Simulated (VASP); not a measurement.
# CuAu (P4/mmm) in VASP: single point with PBEsol

Aim: the single point of CuAu with PBEsol.

Everything below comes from runs of VASP 6.6.1. Logs are shortened: lines on timing, memory, paths and dates and some standing lists are left out, and cuts for length are marked.

**1. The cell of the first run**

Symmetry: P4/mmm, No. 123, tetragonal system. The conventional cell has a = 2.851 Å, b = 2.851 Å, c = 3.582 Å, α = 90.00°, β = 90.00°, γ = 90.00°. Cu (site symmetry 4/mmm) has 8 Au at 2.70 Å and 6 Cu at 2.85 to 3.58 Å within 3.6 Å. Au (site symmetry 4/mmm) has 8 Cu at 2.70 Å and 6 Au at 2.85 to 3.58 Å within 3.6 Å.

**2. Single point, PBEsol**

Contents of INCAR:

```
ALGO = Normal
EDIFF = 1E-7
ENCUT = 520
GGA = PS
ISIF = 2
ISMEAR = -1
LASPH = True
LCHARG = False
LREAL = False
LWAVE = False
NBANDS = 18
NELM = 80
PREC = Accurate
SIGMA = 0.05
```

Contents of KPOINTS:

```
k-points
0
Gamma
  11 11 8
```

Contents of POSCAR:

```
CuAu
1.0
    2.8507024026      0.0000000000      0.0000000000
    0.0000000000      2.8507024026      0.0000000000
    0.0000000000      0.0000000000      3.5816088600
Cu Au
1 1
Direct
    0.5000000000      0.5000000000      0.5000000000
    0.0000000000      0.0000000000      0.0000000000
```

Potentials or basis: VASP PAW PBE potentials, release 64 (Cu, Au).

Launch:

```bash
> cat potpaw_PBE.64/Cu/POTCAR potpaw_PBE.64/Au/POTCAR > POTCAR
> mpirun -np 1 vasp_std > vasp.out
```

OUTCAR:

```text
EDIFF = 1E-7
   ENCUT = 520
   GGA = PS
   ISIF = 2
   ISMEAR = -1
   LASPH = True
   LREAL = False
   NELM = 80
   PREC = Accurate

 ion  position               nearest neighbor table
   1  0.500  0.500  0.500-   2 2.70   2 2.70   2 2.70   2 2.70   2 2.70   2 2.70   2 2.70   2 2.70

   2  0.000  0.000  0.000-   1 2.70   1 2.70   1 2.70   1 2.70   1 2.70   1 2.70   1 2.70   1 2.70

  LATTYP: Found a simple tetragonal cell.
 ALAT       =     2.8507024026
 C/A-ratio  =     1.2563952157

  Lattice vectors:

 A1 = (   2.8507024026,   0.0000000000,   0.0000000000)
 A2 = (   0.0000000000,   2.8507024026,   0.0000000000)
 A3 = (   0.0000000000,   0.0000000000,   3.5816088600)

Analysis of symmetry for initial positions (statically):
=====================================================================
 Subroutine PRICEL returns:
 Original cell was already a primitive cell.

 Routine SETGRP: Setting up the symmetry group for a
 simple tetragonal supercell.

 Subroutine GETGRP returns: Found 16 space group operations
 (whereof 16 operations were pure point group operations)
 out of a pool of 16 trial point group operations.

The static configuration has the point symmetry D_4h.

Analysis of symmetry for dynamics (positions and initial velocities):
=====================================================================
 Subroutine PRICEL returns:
 Original cell was already a primitive cell.

 Routine SETGRP: Setting up the symmetry group for a
 simple tetragonal supercell.

 Subroutine GETGRP returns: Found 16 space group operations
 (whereof 16 operations were pure point group operations)
 out of a pool of 16 trial point group operations.

The dynamic configuration has the point symmetry D_4h.

 Subroutine INISYM returns: Found 16 space group operations
 (whereof 16 operations are pure point group operations),
 and found     1 'primitive' translations

----------------------------------------------------------------------------------------

                                     Primitive cell

  volume of cell :      29.1060

  direct lattice vectors                    reciprocal lattice vectors
     2.850702403  0.000000000  0.000000000     0.350790738  0.000000000  0.000000000
     0.000000000  2.850702403  0.000000000     0.000000000  0.350790738  0.000000000
     0.000000000  0.000000000  3.581608860     0.000000000  0.000000000  0.279204134

  length of vectors
     2.850702403  2.850702403  3.581608860     0.350790738  0.350790738  0.279204134

  position of ions in fractional coordinates (direct lattice)
     0.500000000  0.500000000  0.500000000
     0.000000000  0.000000000  0.000000000

  ion indices of the primitive-cell ions
   primitive index   ion index
                 1           1
                 2           2

----------------------------------------------------------------------------------------

 KPOINTS: k-points

Automatic generation of k-mesh.
 Grid dimensions read from file:
 generate k-points for:   11   11    8

 Generating k-lattice:

  Cartesian coordinates                     Fractional coordinates (reciprocal lattice)
     0.031890067  0.000000000  0.000000000     0.090909091  0.000000000  0.000000000
     0.000000000  0.031890067  0.000000000     0.000000000  0.090909091  0.000000000
     0.000000000  0.000000000  0.034900517     0.000000000  0.000000000  0.125000000

  Length of vectors
     0.031890067  0.031890067  0.034900517

  Shift w.r.t. Gamma in fractional coordinates (k-lattice)
     0.000000000  0.000000000  0.000000000

 Subroutine IBZKPT returns following result:
 ===========================================

 Found    105 irreducible k-points:

 Following reciprocal coordinates:
            Coordinates               Weight
  0.000000  0.000000  0.000000      1.000000
  0.090909  0.000000  0.000000      4.000000
  0.181818  0.000000  0.000000      4.000000
  0.272727  0.000000  0.000000      4.000000
  0.363636  0.000000  0.000000      4.000000
  0.454545  0.000000  0.000000      4.000000
[... 16 lines left out ...]
  0.090909  0.000000  0.125000      8.000000
  0.181818  0.000000  0.125000      8.000000
 [... further k-points ...]
   k-points           NKPTS =    105   k-points in BZ     NKDIM =    105   number of bands    NBANDS=     18
   number of dos      NEDOS =    301   number of ions     NIONS =      2
   total plane-waves  NPLWV =  16128
   dimension x,y,z NGX =    24 NGY =   24 NGZ =   28
   dimension x,y,z NGXF=    48 NGYF=   48 NGZF=   56
   ions per type =               1   1
   NGX,Y,Z   is equivalent  to a cutoff of  14.00, 14.00, 13.00 a.u.
   NGXF,Y,Z  is equivalent  to a cutoff of  27.99, 27.99, 25.99 a.u.
 SYSTEM =  unknown system
   PREC   = accura    normal or accurate (medium, high low for compatibility)
   ISTART =      0    job   : 0-new  1-cont  2-samecut
   ICHARG =      2    charge: 1-file 2-atom 10-const
   ISPIN  =      1    spin polarized calculation?
   LNONCOLLINEAR =      F non collinear calculations
   LSORBIT =      F    spin-orbit coupling
   LASPH  =      T    aspherical Exc in radial PAW
   ENCUT  =  520.0 eV  38.22 Ry    6.18 a.u.   5.30  5.30  6.66*2*pi/ulx,y,z
   NELM   =     80;   NELMIN=  2; NELMDL= -5     # of ELM steps
   EDIFF  = 0.1E-06   stopping-criterion for ELM
   LREAL  =      F    real-space projection
   EDIFFG = 0.1E-05   stopping-criterion for IOM
   NSW    =      0    number of steps for IOM
   IBRION =     -1    ionic relax: 0-MD 1-quasi-New 2-CG
   NFREE  =      0    steps in history (QN), initial steepest desc. (CG)
   ISIF   =      2    stress and relaxation
   ISYM   =      2    0-nonsym 1-usesym 2-fastsym
   POTIM  = 0.5000    time-step for ionic-motion
   TEBEG  =    0.0;   TEEND  =   0.0 temperature during run
   PSTRESS=    0.0 pullay stress
   NELECT =      22.0000    total number of electrons
   NUPDOWN=      -1.0000    fix difference up-down
   EMIN   =  10.00;   EMAX   =-10.00  energy-range for DOS
   EFERMI =   0.00;   METHOD = LEGACY
   ISMEAR =    -1;   SIGMA  =   0.05  broadening in eV -4-tet -1-fermi 0-gaus
   EFERMI_NEDOS =   21; number of points for ismear=-14 and -15
   IALGO  =     38    algorithm
   IMIX   =      4    mixing-type and parameters
     AMIX     =   0.40;   BMIX     =  1.00
     AMIX_MAG =   1.60;   BMIX_MAG =  1.00
  volume/ion in A,a.u.               =      14.55        98.21
  Fermi-wavevector in a.u.,A,eV,Ry     =   1.491266  2.818084 30.257642  2.223874
  Thomas-Fermi vector in A             =   2.603943
   LORBIT       =      0    0 simple, 1 ext, 2 COOP (PROOUT), +10 PAW based schemes
   GGA     = PS    functional components
   LHFCALC =     F    Hartree Fock is set to
   AEXX    =    0.0000 exact exchange contribution
   IVDW    =     0    specifies the selected vdW correction
   LEPSILON=     F    determine dielectric tensor
   LRPA    =     F    only Hartree local field effects (RPA)
 non-spin polarized calculation
  energy-cutoff  :      520.00
  volume of cell :       29.11
 maximum number of plane-waves:       802
 NGX is ok and might be reduce to    24
   NGX = 11   NGY = 11   NGZ = 13

 number of electron      21.9999980 magnetization

 Free energy of the ion-electron system (eV)
  ---------------------------------------------------
  ext. energy  EPLUGINS =         0.00000000
  ---------------------------------------------------
  free energy    TOTEN  =        -8.34514121 eV

  energy without entropy =       -8.33906798  energy(sigma->0) =       -8.34210460

 E-fermi :   8.5581     XC(G=0): -12.8382

 val. band max:        8.5124387010   @ k =   0.4545   0.0000   0.0000
 cond. band min:       8.5609443181   @ k =   0.4545   0.0000   0.1250
 fundamental gap:      0.0485056171
 Fermi energy:         8.5581025802

 k-point     1 :       0.0000    0.0000    0.0000
  band No.  band energies     occupation
      1      -1.2692      2.00000
      2       2.0152      2.00000
      3       2.1501      2.00000
      4       4.4375      2.00000
      5       4.4375      2.00000
      6       5.3925      2.00000
[... 10 lines left out ...]
     17      24.8831      0.00000
     18      26.0991      0.00000

 k-point     2 :       0.0909    0.0000    0.0000
  band No.  band energies     occupation
      1      -1.0831      2.00000
      2       2.1044      2.00000
      3       2.2543      2.00000
      4       4.3403      2.00000
      5       4.4823      2.00000
      6       5.3197      2.00000
[... 10 lines left out ...]
     17      26.1752      0.00000
     18      26.2386      0.00000

 k-point     3 :       0.1818    0.0000    0.0000
  band No.  band energies     occupation
      1      -0.5510      2.00000
      2       2.2937      2.00000
      3       2.6121      2.00000
      4       4.0704      2.00000
      5       4.6111      2.00000
      6       5.1176      2.00000
[... 10 lines left out ...]
     17      25.9402      0.00000
     18      27.5004      0.00000

 k-point     4 :       0.2727    0.0000    0.0000
  band No.  band energies     occupation
      1       0.2409      2.00000
      2       2.5458      2.00000
      3       3.1491      2.00000
      4       3.7091      2.00000
      5       4.8054      2.00000
      6       4.8441      2.00000
[... 375 lines left out ...]
      4       4.4696      2.00000
      5       4.4696      2.00000
      6       5.4280      2.00000
[... 10 lines left out ...]
     17      24.7169      0.00000
     18      27.0042      0.00000

 k-point    23 :       0.0909    0.0000    0.1250
  band No.  band energies     occupation
      1      -0.8816      2.00000
      2       2.1459      2.00000
      3       2.3266      2.00000
      4       4.3571      2.00000
      5       4.4994      2.00000
      6       5.3580      2.00000
[... 10 lines left out ...]
     17      25.7403      0.00000
     18      27.1425      0.00000

 k-point    24 :       0.1818    0.0000    0.1250
  band No.  band energies     occupation
      1      -0.3603      2.00000
      2       2.3291      2.00000
      3       2.6879      2.00000
      4       4.0559      2.00000
      5       4.5738      2.00000
      6       5.1677      2.00000
[... 10 lines left out ...]
     17      25.7179      0.00000
     18      26.9211      0.00000

 [... further k-points ...]

------------------------ aborting loop because EDIFF is reached ----------------------------------------

  FORCE on cell =-STRESS in cart. coord.  units (eV):
  Direction    XX          YY          ZZ          XY          YZ          ZX
  --------------------------------------------------------------------------------------
  -------------------------------------------------------------------------------------
  Total       -0.8020402     -0.8020402     -0.5537308      0.0000000      0.0000000      0.0000000
  in kB      -44.1493992    -44.1493992    -30.4808676      0.0000000      0.0000000      0.0000000
  external PRESSURE =     -39.5932220 kB  Pullay stress =       0.0000000 kB

 VOLUME and BASIS-vectors are now :
 -----------------------------------------------------------------------------
  energy-cutoff  :      520.00
  volume of cell :       29.11
      direct lattice vectors                 reciprocal lattice vectors
     2.850702403  0.000000000  0.000000000     0.350790738  0.000000000  0.000000000
     0.000000000  2.850702403  0.000000000     0.000000000  0.350790738  0.000000000
     0.000000000  0.000000000  3.581608860     0.000000000  0.000000000  0.279204134

 POSITION                                       TOTAL-FORCE (eV/Angst)
 -----------------------------------------------------------------------------------
      1.42535      1.42535      1.79080         0.000000      0.000000      0.000000
      0.00000      0.00000      0.00000         0.000000      0.000000      0.000000
 -----------------------------------------------------------------------------------
    total drift:                                0.000000      0.000000     -0.000000

  FREE ENERGIE OF THE ION-ELECTRON SYSTEM (eV)
  ---------------------------------------------------
  free  energy   TOTEN  =        -8.3451412123 eV

  energy  without entropy=       -8.3390679840  energy(sigma->0) =       -8.34210460
```

Wall time 18 s (1 thread of Intel Xeon 6975P-C (Granite Rapids), shared host); peak memory 0.18 GiB.

Results:

| Property | Result |
| --- | --- |
| Free energy | -8.3451 eV |
| Pressure | -4.0 GPa |
| Band gap on the k mesh | zero (bands 11 and 12 overlap by 6.12 eV) |

Levels at points of the mesh, in eV from the Fermi level:
```csv
k point,band 7,band 8,band 9,band 10,band 11,band 12,band 13,band 14,band 15,band 16
"(0.00, 0.00, 0.00)",-2.74,-2.09,-1.70,-1.48,-1.48,2.66,8.77,9.43,9.43,16.24
"(0.00, 0.00, 0.50)",-3.19,-2.86,-2.39,-2.39,-2.26,-2.04,14.01,14.26,14.26,14.92
```

Caveat: the cell stands under tension; the PAW data sets were made with another functional, which shifts forces and pressure a little; spin-orbit coupling is left out, which moves the levels of the heavy elements.
